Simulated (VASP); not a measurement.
# Ba2Sn2Bi (Immm) in VASP: single point with PBEsol

Aim: the single point of Ba2Sn2Bi with PBEsol.

All numbers are computed with VASP 6.6.1; they aren't measurements. Logs are shortened: lines on timing, memory, paths and dates and some standing lists are left out, and cuts for length are marked.

## (1) The cell of the first run

It takes space group Immm (No. 71, orthorhombic). Conventional cell: a = 4.746 Å, b = 7.512 Å, c = 9.955 Å, α = 90.00°, β = 90.00°, γ = 90.00°. Ba (site symmetry mm2) has 6 Sn at 3.57 to 3.58 Å and 4 Bi at 3.67 to 4.34 Å and 7 Ba at 4.36 to 4.75 Å within 4.8 Å. Within 4.0 Å of Sn (site symmetry m2m) lie 1 Sn at 3.05 Å and 2 Bi at 3.26 Å and 6 Ba at 3.57 to 3.58 Å. Within 4.4 Å of Bi (site symmetry mmm) lie 4 Sn at 3.26 Å and 8 Ba at 3.67 to 4.34 Å.

## (2) Single point, PBEsol

INCAR reads:

```
PREC = Accurate ; ENCUT = 520
EDIFF = 1E-6 ; ISMEAR = 0
SIGMA = 0.1 ; LREAL = F
LASPH = T ; NELM = 80
ALGO = Fast ; ISIF = 2
LWAVE = F ; LCHARG = T
GGA = PS ; LELF = T
LVHAR = T ; NBANDS = 40
```

KPOINTS reads:

```
Automatic mesh
0
Gamma
  4 4 4
```

POSCAR reads:

```
Ba2Sn2Bi
1.0
   -2.3731658360      3.7558632579      4.9772521757
    2.3731658360     -3.7558632579      4.9772521757
    2.3731658360      3.7558632579     -4.9772521757
Ba Sn Bi
2 2 1
Direct
    0.7191387499      0.2191387499      0.5000000000
    0.2808612501      0.7808612501      0.5000000000
    0.7030709111      0.5000000000      0.2030709111
    0.2969290889      0.5000000000      0.7969290889
    0.0000000000      0.0000000000      0.0000000000
```

Potentials or basis: VASP PAW PBE potentials, release 64 (Ba_sv, Sn_d, Bi_d).

On the command line:

```sh
cat potpaw_PBE.64/Ba_sv/POTCAR potpaw_PBE.64/Sn_d/POTCAR potpaw_PBE.64/Bi_d/POTCAR > POTCAR
mpirun -np 1 vasp_std > vasp.out
```

OUTCAR:

```text
PREC = Accurate
   ENCUT = 520
   EDIFF = 1E-6
   ISMEAR = 0
   LREAL = F
   LASPH = T
   NELM = 80
   ISIF = 2
   GGA = PS

 ion  position               nearest neighbor table
   1  0.719  0.219  0.500-   3 3.57   4 3.57   3 3.57   4 3.57   3 3.58   4 3.58   5 3.67   5 3.67
                             2 4.36   2 4.49   2 4.49   2 4.49   2 4.49
   2  0.281  0.781  0.500-   3 3.57   4 3.57   3 3.57   4 3.57   4 3.58   3 3.58   5 3.67   5 3.67
                             1 4.36   1 4.49   1 4.49   1 4.49   1 4.49
   3  0.703  0.500  0.203-   4 3.05   5 3.26   5 3.26   1 3.57   1 3.57   2 3.57   2 3.57   1 3.58
                             2 3.58
   4  0.297  0.500  0.797-   3 3.05   5 3.26   5 3.26   1 3.57   2 3.57   2 3.57   1 3.57   2 3.58
                             1 3.58
   5  0.000  0.000  0.000-   4 3.26   3 3.26   4 3.26   3 3.26   2 3.67   1 3.67   1 3.67   2 3.67

  LATTYP: Found a body centered orthorhombic cell.
 ALAT       =     4.7463316720
 B/A-ratio  =     1.5826383479
 C/A-ratio  =     2.0973048323

  Lattice vectors:

 A1 = (  -2.3731658360,   3.7558632579,   4.9772521757)
 A2 = (   2.3731658360,  -3.7558632579,   4.9772521757)
 A3 = (   2.3731658360,   3.7558632579,  -4.9772521757)

Analysis of symmetry for initial positions (statically):
=====================================================================
 Subroutine PRICEL returns:
 Original cell was already a primitive cell.

 Routine SETGRP: Setting up the symmetry group for a
 body centered orthorhombic supercell.

 Subroutine GETGRP returns: Found  8 space group operations
 (whereof  8 operations were pure point group operations)
 out of a pool of  8 trial point group operations.

The static configuration has the point symmetry D_2h.

Analysis of symmetry for dynamics (positions and initial velocities):
=====================================================================
 Subroutine PRICEL returns:
 Original cell was already a primitive cell.

 Routine SETGRP: Setting up the symmetry group for a
 body centered orthorhombic supercell.

 Subroutine GETGRP returns: Found  8 space group operations
 (whereof  8 operations were pure point group operations)
 out of a pool of  8 trial point group operations.

The dynamic configuration has the point symmetry D_2h.

 Subroutine INISYM returns: Found  8 space group operations
 (whereof  8 operations are pure point group operations),
 and found     1 'primitive' translations
[... 94 lines left out ...]
   EDIFF  = 0.1E-05   stopping-criterion for ELM
   LREAL  =      F    real-space projection
   EDIFFG = 0.1E-04   stopping-criterion for IOM
   NSW    =      0    number of steps for IOM
   IBRION =     -1    ionic relax: 0-MD 1-quasi-New 2-CG
   NFREE  =      0    steps in history (QN), initial steepest desc. (CG)
   ISIF   =      2    stress and relaxation
   ISYM   =      2    0-nonsym 1-usesym 2-fastsym
   POTIM  = 0.5000    time-step for ionic-motion
   TEBEG  =    0.0;   TEEND  =   0.0 temperature during run
   PSTRESS=    0.0 pullay stress
   NELECT =      63.0000    total number of electrons
   NUPDOWN=      -1.0000    fix difference up-down
   EMIN   =  10.00;   EMAX   =-10.00  energy-range for DOS
   EFERMI =   0.00;   METHOD = LEGACY
   ISMEAR =     0;   SIGMA  =   0.10  broadening in eV -4-tet -1-fermi 0-gaus
   EFERMI_NEDOS =   21; number of points for ismear=-14 and -15
   IALGO  =     68    algorithm
   IMIX   =      4    mixing-type and parameters
     AMIX     =   0.40;   BMIX     =  1.00
     AMIX_MAG =   1.60;   BMIX_MAG =  1.00
  volume/ion in A,a.u.               =      35.49       239.50
  Fermi-wavevector in a.u.,A,eV,Ry     =   1.159202  2.190574 18.282824  1.343750
  Thomas-Fermi vector in A             =   2.295797
   LORBIT       =      0    0 simple, 1 ext, 2 COOP (PROOUT), +10 PAW based schemes
   GGA     = PS    functional components
   LHFCALC =     F    Hartree Fock is set to
   AEXX    =    0.0000 exact exchange contribution
   IVDW    =     0    specifies the selected vdW correction
   LEPSILON=     F    determine dielectric tensor
   LRPA    =     F    only Hartree local field effects (RPA)
 non-spin polarized calculation
 RMM-DIIS sequential band-by-band and
 Gauss-broadening in eV      SIGMA  =   0.10
  energy-cutoff  :      520.00
  volume of cell :      177.45
 maximum number of plane-waves:      4807
 NGX is ok and might be reduce to    50
   NGX = 25   NGY = 25   NGZ = 25

 number of electron      62.9999998 magnetization

 Free energy of the ion-electron system (eV)
  ---------------------------------------------------
  ext. energy  EPLUGINS =         0.00000000
  ---------------------------------------------------
  free energy    TOTEN  =       -20.16634709 eV

  energy without entropy =      -20.13812075  energy(sigma->0) =      -20.15223392

 E-fermi :   4.6556     XC(G=0):  -9.4352

 val. band max:        4.6350913925   @ k =   0.5000  -0.2500   0.2500
 cond. band min:       4.6594407429   @ k =   0.2500   0.0000   0.0000
 fundamental gap:      0.0243493504
 Fermi energy:         4.6555880229

 k-point     1 :       0.0000    0.0000    0.0000
  band No.  band energies     occupation
      1     -23.0336      2.00000
      2     -22.9934      2.00000
      3     -17.8121      2.00000
      4     -17.8059      2.00000
      5     -17.6994      2.00000
      6     -17.6930      2.00000
[... 763 lines left out ...]
     39       7.7166      0.00000
     40       7.8439      0.00000

------------------------ aborting loop because EDIFF is reached ----------------------------------------

  FORCE on cell =-STRESS in cart. coord.  units (eV):
  Direction    XX          YY          ZZ          XY          YZ          ZX
  --------------------------------------------------------------------------------------
  -------------------------------------------------------------------------------------
  Total        0.8964668     -2.3063175      3.2707863     -0.0000000      0.0000000      0.0000000
  in kB        8.0938901    -20.8229461     29.5308032     -0.0000000      0.0000000      0.0000000
  external PRESSURE =       5.6005824 kB  Pullay stress =       0.0000000 kB

 VOLUME and BASIS-vectors are now :
 -----------------------------------------------------------------------------
  energy-cutoff  :      520.00
  volume of cell :      177.45
      direct lattice vectors                 reciprocal lattice vectors
    -2.373165836  3.755863258  4.977252176     0.000000000  0.133125187  0.100457036
     2.373165836 -3.755863258  4.977252176     0.210689027  0.000000000  0.100457036
     2.373165836  3.755863258 -4.977252176     0.210689027  0.133125187  0.000000000

 POSITION                                       TOTAL-FORCE (eV/Angst)
 -----------------------------------------------------------------------------------
      0.00000      3.75586      2.18142         0.000000      0.000000      0.029598
      2.37317      0.00000      2.79583        -0.000000      0.000000     -0.029598
      0.00000      1.52541      4.97725         0.000000     -0.117011      0.000000
      2.37317      2.23045      0.00000         0.000000      0.117011      0.000000
      0.00000      0.00000      0.00000         0.000000      0.000000      0.000000
 -----------------------------------------------------------------------------------
    total drift:                                0.000000      0.000000     -0.000000

  FREE ENERGIE OF THE ION-ELECTRON SYSTEM (eV)
  ---------------------------------------------------
  free  energy   TOTEN  =       -20.1663470941 eV

  energy  without entropy=      -20.1381207463  energy(sigma->0) =      -20.15223392
```

OSZICAR:

```text
N       E                     dE             d eps       ncg     rms          rms(c)
DAV:   1     0.710952203429E+03    0.71095E+03   -0.29254E+04  1448   0.184E+03
DAV:   2     0.749942214828E+02   -0.63596E+03   -0.61470E+03  1544   0.523E+02
DAV:   3    -0.149527599073E+02   -0.89947E+02   -0.86637E+02  1824   0.191E+02
[... 16 lines left out ...]
RMM:  20    -0.201663421061E+02   -0.28558E-05   -0.29176E-05  1351   0.838E-03    0.489E-04
RMM:  21    -0.201663438811E+02   -0.17750E-05   -0.19907E-05  1329   0.672E-03    0.750E-04
RMM:  22    -0.201663454551E+02   -0.15740E-05   -0.16944E-05  1110   0.571E-03    0.791E-04
RMM:  23    -0.201663467411E+02   -0.12860E-05   -0.13983E-05   951   0.453E-03    0.122E-03
RMM:  24    -0.201663470941E+02   -0.35300E-06   -0.43878E-06   910   0.397E-03
   1 F= -.20166347E+02 E0= -.20152234E+02  d E =-.282263E-01
```

Wall time 3.2 min (1 thread of AMD EPYC 9R45 (Zen 5), shared host); peak memory 0.39 GiB.

Results:

* Free energy: -20.1663 eV
* Pressure: 0.6 GPa
* Largest force: 0.117 eV/Å
* Band gap on the k mesh: zero (an odd number of electrons rules out a gap without spin polarisation)

Forces on the atoms (eV/Å):
```
Ba   0.000  0.000  0.030
Ba   0.000  0.000 -0.030
Sn   0.000 -0.117  0.000
Sn   0.000  0.117  0.000
Bi   0.000  0.000  0.000
```

Stress tensor (GPa, compression positive):
```
 0.81  0.00  0.00
 0.00 -2.08  0.00
 0.00  0.00  2.95
```

Caveat: the k points lie up to 0.37 Å⁻¹ apart, too coarse for converged energies and pressures of a metal; the PAW data sets were made with another functional, which shifts forces and pressure a little; spin-orbit coupling is left out, which moves the levels of the heavy elements.
